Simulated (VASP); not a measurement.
PO4:

```xyz
5
Lattice="3.6886 0.0000 0.0000 0.0000 3.6886 0.0000 0.0000 0.0000 3.6886" Properties=species:S:1:pos:R:3 pbc="T T T"
P     1.8443    1.8443    1.8443
O     0.0000    1.8443    1.8443
O     1.8443    1.8443    0.0000
O     1.8443    0.0000    1.8443
O     0.0000    0.0000    0.0000
```

Base run:

```yaml
Program: VASP 6.6.1
Functional: PBE
Potentials_or_basis: VASP PAW PBE potentials, release 64 (P, O)
Cutoff: 520 eV
k_mesh: 6 × 6 × 6
Occupations: gaussian, width 0.1 eV
Spin: collinear spin, ferromagnetic start
Starting_moments: "[0.0, 1.0, 1.0, 1.0, 1.0] μB"
```

Its results: pressure -25.0 GPa.

**Question.** The run is repeated on the same cell with these changes: spin from collinear spin, ferromagnetic start to no spin polarisation; further incar settings from ALGO = Normal; EDIFF = 1e-06; NBANDS = 26 to ALGO = Normal; EDIFF = 1e-06; NBANDS = 22. What comes out?

**Answer.** Pressure -30.1 GPa.

Caveats: an odd number of electrons without spin polarisation forces a metal (some runs); a magnetic or distorted state may lie lower (some runs).
